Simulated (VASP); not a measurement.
# Bi (P6/mmm) in VASP: further runs

Runs on Bi. Level: PBE. Tasks: single point.

Program: VASP 6.6.1. These are calculated values, not measurements. Logs are shortened: lines on timing, memory, paths and dates and some standing lists are left out, and cuts for length are marked.

## Step 1: The cell of the first run

It takes space group P6/mmm (No. 191, hexagonal). The conventional cell has a = 2.649 Å, b = 2.649 Å, c = 2.501 Å, α = 90.00°, β = 90.00°, γ = 120.00°. Within 3.3 Å of Bi (site symmetry 6/mmm) lie 8 Bi at 2.50 to 2.65 Å.

This isn't the form of Bi at room conditions, which is rhombohedral.

## Step 2: Single point, PBE (15.20 Å³/atom)

The input, INCAR:

```
SYSTEM = Bi
  PREC = Accurate
  ENCUT = 520
  EDIFF = 1E-6
  ISMEAR = -1
  SIGMA = 0.1
  LREAL = .FALSE.
  LASPH = .TRUE.
  NELM = 100
  ALGO = Normal
  ISIF = 2
  LWAVE = .FALSE.
  LCHARG = .FALSE.
  GGA = PE
  NBANDS = 14
```

The input, KPOINTS:

```
Automatic mesh
0
G
  14 14 13
  0 0 0
```

The input, POSCAR:

```
Bi
1.0
    2.6492229734      0.0000000000      0.0000000000
   -1.3246114867      2.2942943952      0.0000000000
    0.0000000000      0.0000000000      2.5012023281
Bi
1
Direct
    0.0000000000      0.0000000000      0.0000000000
```

Potentials or basis: VASP PAW PBE potentials, release 64 (Bi_d).

Command:

```bash
$ cat potpaw_PBE.64/Bi_d/POTCAR > POTCAR
$ mpirun -np 1 vasp_std > vasp.out
```

OUTCAR:

```text
SYSTEM = Bi
   PREC = Accurate
   ENCUT = 520
   EDIFF = 1E-6
   ISMEAR = -1
   LREAL = .FALSE.
   LASPH = .TRUE.
   NELM = 100
   ISIF = 2
   GGA = PE

 ion  position               nearest neighbor table
   1  0.000  0.000  0.000-

  LATTYP: Found a hexagonal cell.
 ALAT       =     2.6492229734
 C/A-ratio  =     0.9441267697

  Lattice vectors:

 A1 = (   2.6492229734,   0.0000000000,   0.0000000000)
 A2 = (  -1.3246114867,   2.2942943952,   0.0000000000)
 A3 = (   0.0000000000,   0.0000000000,   2.5012023281)

Analysis of symmetry for initial positions (statically):
=====================================================================
 Subroutine PRICEL returns:
 Original cell was already a primitive cell.

 Routine SETGRP: Setting up the symmetry group for a
 hexagonal supercell.

 Subroutine GETGRP returns: Found 24 space group operations
 (whereof 24 operations were pure point group operations)
 out of a pool of 24 trial point group operations.

The static configuration has the point symmetry D_6h.

Analysis of symmetry for dynamics (positions and initial velocities):
=====================================================================
 Subroutine PRICEL returns:
 Original cell was already a primitive cell.

 Routine SETGRP: Setting up the symmetry group for a
 hexagonal supercell.

 Subroutine GETGRP returns: Found 24 space group operations
 (whereof 24 operations were pure point group operations)
 out of a pool of 24 trial point group operations.

The dynamic configuration has the point symmetry D_6h.

 Subroutine INISYM returns: Found 24 space group operations
 (whereof 24 operations are pure point group operations),
 and found     1 'primitive' translations

----------------------------------------------------------------------------------------

                                     Primitive cell

  volume of cell :      15.2026

  direct lattice vectors                    reciprocal lattice vectors
     2.649222973  0.000000000  0.000000000     0.377469171  0.217931928  0.000000000
    -1.324611487  2.294294395  0.000000000     0.000000000  0.435863855  0.000000000
     0.000000000  0.000000000  2.501202328     0.000000000  0.000000000  0.399807720

  length of vectors
     2.649222973  2.649222973  2.501202328     0.435863855  0.435863855  0.399807720

  position of ions in fractional coordinates (direct lattice)
     0.000000000  0.000000000  0.000000000

  ion indices of the primitive-cell ions
   primitive index   ion index
                 1           1

----------------------------------------------------------------------------------------

 KPOINTS: Automatic mesh

Automatic generation of k-mesh.
 Grid dimensions read from file:
 generate k-points for:   14   14   13

 Generating k-lattice:

  Cartesian coordinates                     Fractional coordinates (reciprocal lattice)
     0.026962084  0.015566566  0.000000000     0.071428571  0.000000000  0.000000000
     0.000000000  0.031133133  0.000000000     0.000000000  0.071428571  0.000000000
     0.000000000  0.000000000  0.030754440     0.000000000  0.000000000  0.076923077

  Length of vectors
     0.031133133  0.031133133  0.030754440

  Shift w.r.t. Gamma in fractional coordinates (k-lattice)
     0.000000000  0.000000000  0.000000000

 Subroutine IBZKPT returns following result:
 ===========================================

 Found    168 irreducible k-points:

 Following reciprocal coordinates:
            Coordinates               Weight
  0.000000  0.000000  0.000000      1.000000
  0.071429  0.000000  0.000000      6.000000
  0.142857 -0.000000  0.000000      6.000000
  0.214286  0.000000  0.000000      6.000000
  0.285714 -0.000000  0.000000      6.000000
  0.357143  0.000000  0.000000      6.000000
[... 16 lines left out ...]
  0.285714  0.285714  0.000000      6.000000
  0.357143  0.285714  0.000000      6.000000
 [... further k-points ...]
   k-points           NKPTS =    168   k-points in BZ     NKDIM =    168   number of bands    NBANDS=     14
   number of dos      NEDOS =    301   number of ions     NIONS =      1
   total plane-waves  NPLWV =   8000
   dimension x,y,z NGX =    20 NGY =   20 NGZ =   20
   dimension x,y,z NGXF=    40 NGYF=   40 NGZF=   40
   ions per type =               1
   NGX,Y,Z   is equivalent  to a cutoff of  12.55, 12.55, 13.29 a.u.
   NGXF,Y,Z  is equivalent  to a cutoff of  25.10, 25.10, 26.59 a.u.
 SYSTEM =  Bi
   PREC   = accura    normal or accurate (medium, high low for compatibility)
   ISTART =      0    job   : 0-new  1-cont  2-samecut
   ICHARG =      2    charge: 1-file 2-atom 10-const
   ISPIN  =      1    spin polarized calculation?
   LNONCOLLINEAR =      F non collinear calculations
   LSORBIT =      F    spin-orbit coupling
   LASPH  =      T    aspherical Exc in radial PAW
   ENCUT  =  520.0 eV  38.22 Ry    6.18 a.u.   4.93  4.93  4.65*2*pi/ulx,y,z
   NELM   =    100;   NELMIN=  2; NELMDL= -5     # of ELM steps
   EDIFF  = 0.1E-05   stopping-criterion for ELM
   LREAL  =      F    real-space projection
   EDIFFG = 0.1E-04   stopping-criterion for IOM
   NSW    =      0    number of steps for IOM
   IBRION =     -1    ionic relax: 0-MD 1-quasi-New 2-CG
   NFREE  =      0    steps in history (QN), initial steepest desc. (CG)
   ISIF   =      2    stress and relaxation
   ISYM   =      2    0-nonsym 1-usesym 2-fastsym
   POTIM  = 0.5000    time-step for ionic-motion
   TEBEG  =    0.0;   TEEND  =   0.0 temperature during run
   PSTRESS=    0.0 pullay stress
   NELECT =      15.0000    total number of electrons
   NUPDOWN=      -1.0000    fix difference up-down
   EMIN   =  10.00;   EMAX   =-10.00  energy-range for DOS
   EFERMI =   0.00;   METHOD = LEGACY
   ISMEAR =    -1;   SIGMA  =   0.10  broadening in eV -4-tet -1-fermi 0-gaus
   EFERMI_NEDOS =   21; number of points for ismear=-14 and -15
   IALGO  =     38    algorithm
   IMIX   =      4    mixing-type and parameters
     AMIX     =   0.40;   BMIX     =  1.00
     AMIX_MAG =   1.60;   BMIX_MAG =  1.00
  volume/ion in A,a.u.               =      15.20       102.59
  Fermi-wavevector in a.u.,A,eV,Ry     =   1.629795  3.079867 36.140245  2.656233
  Thomas-Fermi vector in A             =   2.722203
   LORBIT       =      0    0 simple, 1 ext, 2 COOP (PROOUT), +10 PAW based schemes
   GGA     = PE    functional components
   LHFCALC =     F    Hartree Fock is set to
   AEXX    =    0.0000 exact exchange contribution
   IVDW    =     0    specifies the selected vdW correction
   LEPSILON=     F    determine dielectric tensor
   LRPA    =     F    only Hartree local field effects (RPA)
 non-spin polarized calculation
  energy-cutoff  :      520.00
  volume of cell :       15.20
 maximum number of plane-waves:       431
 NGX is ok and might be reduce to    20
   NGX =  9   NGY =  9   NGZ =  9

 number of electron      14.9999997 magnetization

 Free energy of the ion-electron system (eV)
  ---------------------------------------------------
  ext. energy  EPLUGINS =         0.00000000
  ---------------------------------------------------
  free energy    TOTEN  =         2.98798031 eV

  energy without entropy =        3.00349624  energy(sigma->0) =        2.99573827

 E-fermi :  21.4793     XC(G=0): -14.1564

 val. band max:       21.4430557486   @ k =   0.4286   0.0714   0.0000
 cond. band min:      21.4795076055   @ k =   0.2143   0.0000   0.0769
 fundamental gap:      0.0364518569
 Fermi energy:        21.4792901960

 k-point     1 :       0.0000    0.0000    0.0000
  band No.  band energies     occupation
      1      -5.8879      2.00000
      2      -4.4245      2.00000
      3      -4.4245      2.00000
      4      -2.9825      2.00000
      5      -2.9825      2.00000
      6      -1.0128      2.00000
      7      25.1887      0.00000
      8      27.9026      0.00000
      9      29.5882      0.00000
     10      29.5882      0.00000
     11      32.1937      0.00000
     12      36.5069      0.00000
     13      36.5069      0.00000
     14      38.3538      0.00000

 k-point     2 :       0.0714    0.0000    0.0000
  band No.  band energies     occupation
      1      -5.8522      2.00000
      2      -4.4512      2.00000
      3      -4.3527      2.00000
      4      -3.0216      2.00000
      5      -2.9911      2.00000
      6      -0.8342      2.00000
      7      25.4331      0.00000
      8      27.4891      0.00000
      9      28.5111      0.00000
     10      29.0010      0.00000
     11      32.2227      0.00000
     12      37.0619      0.00000
     13      37.1427      0.00000
     14      39.2542      0.00000

 k-point     3 :       0.1429   -0.0000    0.0000
  band No.  band energies     occupation
      1      -5.7609      2.00000
      2      -4.5281      2.00000
      3      -4.1479      2.00000
      4      -3.1298      2.00000
      5      -3.0151      2.00000
      6      -0.2815      2.00000
      7      24.6794      0.00000
      8      26.1480      0.00000
      9      27.6666      0.00000
     10      28.4865      0.00000
     11      32.0385      0.00000
     12      37.9620      0.00000
     13      38.2006      0.00000
     14      41.5891      0.00000
[... 324 lines left out ...]
 k-point    23 :       0.2857    0.2857    0.0000
  band No.  band energies     occupation
      1      -5.2212      2.00000
      2      -4.3315      2.00000
      3      -3.6382      2.00000
      4      -3.5792      2.00000
      5      -3.3862      2.00000
      6       7.8501      2.00000
      7      12.8150      2.00000
      8      15.2459      2.00000
      9      31.6497      0.00000
     10      34.1913      0.00000
     11      34.4869      0.00000
     12      37.3974      0.00000
     13      38.4498      0.00000
     14      40.4027      0.00000

 k-point    24 :       0.3571    0.2857    0.0000
  band No.  band energies     occupation
      1      -5.1990      2.00000
      2      -4.1873      2.00000
      3      -3.7636      2.00000
      4      -3.5536      2.00000
      5      -3.4400      2.00000
      6       8.8548      2.00000
      7      12.2308      2.00000
      8      14.3741      2.00000
      9      32.1240      0.00000
     10      33.5172      0.00000
     11      35.6869      0.00000
     12      37.4617      0.00000
     13      38.3439      0.00000
     14      38.9897      0.00000

 [... further k-points ...]

------------------------ aborting loop because EDIFF is reached ----------------------------------------

  FORCE on cell =-STRESS in cart. coord.  units (eV):
  Direction    XX          YY          ZZ          XY          YZ          ZX
  --------------------------------------------------------------------------------------
  -------------------------------------------------------------------------------------
  Total       23.5657157     23.5657157     23.5668828      0.0000000     -0.0000000      0.0000000
  in kB     2483.5604489   2483.5604488   2483.6834496      0.0000000     -0.0000000      0.0000000
  external PRESSURE =    2483.6014491 kB  Pullay stress =       0.0000000 kB

 VOLUME and BASIS-vectors are now :
 -----------------------------------------------------------------------------
  energy-cutoff  :      520.00
  volume of cell :       15.20
      direct lattice vectors                 reciprocal lattice vectors
     2.649222973  0.000000000  0.000000000     0.377469171  0.217931928  0.000000000
    -1.324611487  2.294294395  0.000000000     0.000000000  0.435863855  0.000000000
     0.000000000  0.000000000  2.501202328     0.000000000  0.000000000  0.399807720

 POSITION                                       TOTAL-FORCE (eV/Angst)
 -----------------------------------------------------------------------------------
      0.00000      0.00000      0.00000        -0.000000      0.000000      0.000000
 -----------------------------------------------------------------------------------
    total drift:                                0.000000      0.000000     -0.000000

  FREE ENERGIE OF THE ION-ELECTRON SYSTEM (eV)
  ---------------------------------------------------
  free  energy   TOTEN  =         2.9879803072 eV

  energy  without entropy=        3.0034962416  energy(sigma->0) =        2.99573827
```

It took 32 s on 1 thread of Intel Xeon 8259CL, shared host; peak memory 0.15 GiB.

What came out:

- Free energy: 2.9880 eV
- Pressure: 248.4 GPa
- Band gap on the k mesh: zero (an odd number of electrons rules out a gap without spin polarisation)

Caveat: the cell stands under pressure; spin-orbit coupling is left out, which moves the levels of the heavy elements.

## Step 3: Single point, PBE

This run uses another cell than the first one, of 18.58 Å³/atom.

The input, INCAR:

```
PREC = Accurate
ENCUT = 520
EDIFF = 1E-6
ISMEAR = -1
SIGMA = 0.1
LREAL = F
LASPH = T
NELM = 60
ALGO = Normal
ISIF = 2
LWAVE = F
LCHARG = F
GGA = PE
NBANDS = 14
```

The input, KPOINTS:

```
Automatic mesh
0
Gamma
  14 14 13
```

The input, POSCAR:

```
Bi
1.0
    2.8286110764      0.0000000000      0.0000000000
   -1.4143055382      2.4496490496      0.0000000000
    0.0000000000      0.0000000000      2.6815725394
Bi
1
Direct
    0.0000000000      0.0000000000      0.0000000000
```

Potentials or basis: VASP PAW PBE potentials, release 64 (Bi_d).

Command:

```bash
$ cat potpaw_PBE.64/Bi_d/POTCAR > POTCAR
$ mpirun -np 1 vasp_std > vasp.out
```

OUTCAR:

```text
PREC = Accurate
   ENCUT = 520
   EDIFF = 1E-6
   ISMEAR = -1
   LREAL = F
   LASPH = T
   NELM = 60
   ISIF = 2
   GGA = PE

 ion  position               nearest neighbor table
   1  0.000  0.000  0.000-

  LATTYP: Found a hexagonal cell.
 ALAT       =     2.8286110764
 C/A-ratio  =     0.9480174075

  Lattice vectors:

 A1 = (   2.8286110764,   0.0000000000,   0.0000000000)
 A2 = (  -1.4143055382,   2.4496490496,   0.0000000000)
[... 586 lines left out ...]
     13      32.4437      0.00000
     14      32.9720      0.00000

 [... further k-points ...]

------------------------ aborting loop because EDIFF is reached ----------------------------------------

  FORCE on cell =-STRESS in cart. coord.  units (eV):
  Direction    XX          YY          ZZ          XY          YZ          ZX
  --------------------------------------------------------------------------------------
  -------------------------------------------------------------------------------------
  Total       13.5426189     13.5426189     13.5275052      0.0000000      0.0000000      0.0000000
  in kB     1167.7411478   1167.7411478   1166.4379336      0.0000000      0.0000000      0.0000000
  external PRESSURE =    1167.3067431 kB  Pullay stress =       0.0000000 kB

 VOLUME and BASIS-vectors are now :
 -----------------------------------------------------------------------------
  energy-cutoff  :      520.00
  volume of cell :       18.58
      direct lattice vectors                 reciprocal lattice vectors
     2.828611076  0.000000000  0.000000000     0.353530398  0.204110871  0.000000000
    -1.414305538  2.449649050  0.000000000     0.000000000  0.408221741  0.000000000
     0.000000000  0.000000000  2.681572539     0.000000000  0.000000000  0.372915513

 POSITION                                       TOTAL-FORCE (eV/Angst)
 -----------------------------------------------------------------------------------
      0.00000      0.00000      0.00000         0.000000      0.000000      0.000000
 -----------------------------------------------------------------------------------
    total drift:                                0.000000     -0.000000      0.000000

  FREE ENERGIE OF THE ION-ELECTRON SYSTEM (eV)
  ---------------------------------------------------
  free  energy   TOTEN  =        -0.6765996003 eV

  energy  without entropy=       -0.6635599554  energy(sigma->0) =       -0.67007978
```

Run time: 32 s. Hardware: 1 thread of Intel Xeon 8259CL, shared host; peak memory 0.16 GiB.

What came out:

```
Free energy            : -0.6766 eV
Pressure               : 116.7 GPa
Band gap on the k mesh : zero (an odd number of electrons rules out a gap without spin polarisation)
```

Stress tensor (GPa, compression positive):
```
116.77   0.00   0.00
  0.00 116.77   0.00
  0.00   0.00 116.64
```

Levels at points of the mesh, in eV from the Fermi level:
| k point | band 4 | band 5 | band 6 | band 7 | band 8 | band 9 | band 10 | band 11 |
| --- | --- | --- | --- | --- | --- | --- | --- | --- |
| (0.00, 0.00, 0.00) | -23.72 | -23.72 | -19.28 | 3.73 | 7.31 | 7.31 | 7.85 | 9.51 |
| (0.50, 0.00, 0.00) | -23.82 | -23.61 | -12.71 | -9.80 | 1.45 | 7.25 | 9.55 | 9.60 |

Caveat: the cell stands under pressure; spin-orbit coupling is left out, which moves the levels of the heavy elements.

(Part 1 of 2 ends here.)
